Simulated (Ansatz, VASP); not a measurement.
**Nb in VASP and in Ansatz**

File INCAR:

```
SYSTEM = Nb
ALGO = Normal
EDIFF = 1E-6
EDIFFG = -0.005
ENCUT = 600
GGA = PE
IBRION = 2
ISIF = 3
ISMEAR = -1
LASPH = .True.
LCHARG = .False.
LREAL = .False.
LWAVE = .False.
NELM = 100
NSW = 60
PREC = Accurate
SIGMA = 0.05
```

Contents of KPOINTS:

```
k-points
0
Gamma
  15 15 14
  0 0 0
```

POSCAR

```
Nb
1.0
    2.8503111818      0.0000000000      0.0000000000
   -1.4251555909      2.4684418921      0.0000000000
    0.0000000000      0.0000000000      2.6792925109
Nb
1
Direct
    0.0000000000      0.0000000000      0.0000000000
```

Input for Ansatz:

```yaml
crystal:
  lattice:
    - [2.8503111818, 0.0, 0.0]
    - [-1.4251555909, 2.4684418921, 0.0]
    - [0.0, 0.0, 2.6792925109]
  atoms:
    - { symbol: Nb, position: [0.0, 0.0, 0.0] }
kpoints:
  mp_grid: { grid: [15, 15, 14] }
scf:
  occupations: { method: fermi_dirac, width: 0.05 }
hamiltonian:
  xc: pbe
  pseudopotentials: { kind: paw }
output:
  forces: true
  stress: true
relax:
  f_tol: 0.005
  max_steps: 40
  cell: {}
```

Alike in both runs: task relaxation of cell and atoms; functional PBE; k mesh 15 × 15 × 14; occupations fermi-dirac, width 0.05 eV; no spin polarisation.

|  | VASP | Ansatz |
| --- | --- | --- |
| version | VASP 6.6.1 | Ansatz 0.2.0 |
| potentials or method | VASP PAW PBE potentials, release 64 (Nb_sv) | PAW with Ansatz's default frozen-core files, scalar-relativistic |
| plane-wave cutoff (eV) | 600 | 420 |
| valence electrons in the cell | 13 | 13 |

|  | VASP | Ansatz | Ansatz less VASP |
| --- | --- | --- | --- |
| relaxed volume (Å³/atom) | 19.34 | 19.36 | +0.026 |
| relaxed cell length with the largest relative difference (Å) | 2.863 | 2.864 | +0.0014 |
